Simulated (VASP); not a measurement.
A run of VASP 6.6.1 is set up as follows.

Contents of INCAR:

```
  ALGO = Normal
  EDIFF = 1E-8
  ENCUT = 520
  GGA = PE
  IBRION = 6
  ISIF = 2
  ISMEAR = 0
  IVDW = 13
  LASPH = T
  LCHARG = F
  LREAL = F
  LWAVE = F
  NBANDS = 11
  NELM = 60
  NFREE = 2
  NSW = 1
  POTIM = 0.015
  PREC = Accurate
  SIGMA = 0.01
```

The input KPOINTS:

```
k-points
0
Gamma
  4 4 4
```

POSCAR

```
C
1.0
    0.0000000000      1.7833700000      1.7833700000
    1.7833700000      0.0000000000      1.7833700000
    1.7833700000      1.7833700000      0.0000000000
C
2
Direct
    0.0000000000      0.0000000000      0.0000000000
    0.2500000000      0.2500000000      0.2500000000
```

Potentials or basis: VASP PAW PBE potentials, release 64 (C).

Command:

```bash
$ cat potpaw_PBE.64/C/POTCAR > POTCAR
$ mpirun -np 1 vasp_std > vasp.out
```

(1) Estimate the highest phonon frequency at Γ.

(2) Estimate the dispersion energy per atom.

Results:

(1) 1326 cm⁻¹.

(2) -0.213 eV.

Caveat: the k points lie up to 0.76 Å⁻¹ apart; the cell wasn't relaxed at this level first, which shifts response properties.
